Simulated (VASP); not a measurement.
Wanted: the native input for a VASP 6.6.1 run.

| Quantity | Value |
| --- | --- |
| Task | single point |
| Functional | PBE |
| Potentials or basis | VASP PAW PBE potentials, release 64 (Ga_d, O_h) |
| Cutoff | 1000 eV |
| k mesh | 1 × 1 × 1, shifted |
| Occupations | fermi-dirac, width 0.01 eV |
| Spin | no spin polarisation |
| Dipole correction | no |
| Further INCAR settings | LREAL = Auto; ALGO = Normal; EDIFF = 1e-06; NBANDS = 156 |

The structure of Ga12O19 (a cell with a defect) lies in POSCAR:

```
Ga12O19
1.0
    0.0000000000      9.2496621800      0.0000000000
   -1.3977182400      0.0000000000      5.7085775500
    6.2279771500     -1.5416103600      0.0067278600
Ga O
12 19
Direct
    0.1172989630      0.6803652268      0.6945364279
    0.2307827782      0.3355999359      0.3180917797
    0.3040777416      0.1992639219      0.8190676813
    0.0280375088      0.7780057195      0.1832355311
    0.4530999739      0.6846596127      0.6970541613
    0.5541469487      0.3211379127      0.3192209108
    0.6382573904      0.2054364711      0.8247828013
    0.3660456754      0.8028398919      0.1872253177
    0.7806976770      0.6799812517      0.6977148391
    0.8812967737      0.3347672031      0.3145876549
    0.9727017969      0.1990567746      0.8133283697
    0.6993933088      0.8072181165      0.1955045370
    0.1716934323      0.7374113696      0.0216524536
    0.1677780746      0.2594059958      0.9918785057
    0.2778622680      0.4309244934      0.6550413993
    0.0627765947      0.5567747698      0.3558381656
    0.0531388582      0.1279588842      0.2764879294
    0.2867892487      0.8808453781      0.6915743271
    0.5059611046      0.7464736506      0.0207705722
    0.4994812606      0.2589907206      0.9949428230
    0.6091756542      0.4378419805      0.6588207564
    0.3965177469      0.5711260656      0.3541392583
    0.3909734447      0.1163550565      0.3337932622
    0.6146767363      0.8907089382      0.6799783665
    0.8329534140      0.7405716737      0.0209880066
    0.8332947851      0.2642731175      0.9900766164
    0.9416287867      0.4347699099      0.6544285038
    0.7261695514      0.5731278628      0.3569011979
    0.7225366337      0.1224750263      0.3322391479
    0.9496612184      0.8773865460      0.7173787691
    1.0318394619      1.0163825417      0.4609953943
```

The input as run:

INCAR

```
SYSTEM = Ga12O19
PREC     = Accurate       ! precision mode
ENCUT    = 1000           ! plane-wave cutoff, eV
EDIFF    = 1E-6           ! SCF threshold, eV
ISMEAR   = -1             ! smearing method
SIGMA    = 0.01           ! smearing width, eV
LREAL    = Auto         
LASPH    = .TRUE.         ! aspherical terms in the spheres
NELM     = 120            ! most SCF steps
ALGO     = Normal         ! electronic algorithm
ISIF     = 2              ! what is computed and relaxed
LWAVE    = .FALSE.        ! write WAVECAR
LCHARG   = .TRUE.         ! write CHGCAR
GGA      = PE             ! functional
LELF     = .TRUE.         ! ELF
LVHAR    = .TRUE.       
NBANDS   = 156            ! bands
GGA_COMPAT= .FALSE.
```

KPOINTS

```
Automatic mesh
0
Gamma
  1 1 1
  0.25 0.25 0.25
```

Potentials or basis: VASP PAW PBE potentials, release 64 (Ga_d, O_h).

The run is started by

```sh
$ cat potpaw_PBE.64/Ga_d/POTCAR potpaw_PBE.64/O_h/POTCAR > POTCAR
$ mpirun -np 1 vasp_std > vasp.out
```

It gave:

| Property | Result |
| --- | --- |
| Pressure | 4.9 GPa |
| Largest force | 0.069 eV/Å |
| Band gap on the k mesh | 3.71 eV |

Caveat: the k points lie up to 1.10 Å⁻¹ apart.

It took 6.3 min on 1 thread of Intel(R) Xeon(R) Platinum 8259CL CPU @ 2.50GHz (Skylake/Cascade Lake) (shared host), peak memory 0.84 GiB.
